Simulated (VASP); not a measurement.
SiC: G0W0 quasiparticle levels with PBE

Crystal: SiC.

```xyz
2
Lattice="0.0000 2.1790 2.1790 2.1790 0.0000 2.1790 2.1790 2.1790 0.0000" Properties=species:S:1:pos:R:3 pbc="T T T"
Si    0.0000    0.0000    0.0000
C     1.0895    1.0895    1.0895
```

```yaml
Program: VASP 6.6.1
Task: G0W0 quasiparticle levels
Functional: PBE
Potentials_or_basis: VASP PAW PBE potentials, release 64 (Si_GW, C_GW)
Cutoff: 500 eV
k_mesh: 2 × 2 × 2
Occupations: gaussian, width 0.01 eV
Spin: no spin polarisation
Dipole_correction: no
GW_scheme: G0W0
GW_iterations: 1
Cutoff_of_the_response_function: 180
Frequency_points: 48
Empty_bands: 204
Further_INCAR_settings: ALGO = EVGW0; EDIFF = 1e-08; NBANDS = 208
```

- Band gap on the k mesh, mean-field level: 0.94 eV, indirect (least direct gap 4.30 eV)
- Quasiparticle gap: 1.54 eV
- Least direct quasiparticle gap: 5.09 eV

Levels at points of the mesh, in eV from the valence-band top:
```tsv
k point	band 2	band 3	band 4	band 5	band 6	band 7
(0.00, 0.00, 0.00)	0.00	0.00	0.00	6.16	6.84	6.84
(0.50, 0.00, 0.00)	-8.85	-1.11	-1.11	5.15	6.76	6.76
(0.50, 0.50, 0.00)	-8.10	-3.36	-3.36	0.94	3.91	13.82
```

Wall time 24 s on 1 thread of Intel Xeon 8259CL, with other jobs on the host, peak memory 0.16 GiB.

Caveat: the k points lie up to 1.25 Å⁻¹ apart; bands, screening cutoff and mesh are small and nothing is extrapolated, so the quasiparticle values aren't converged. A k mesh can miss the band edges.
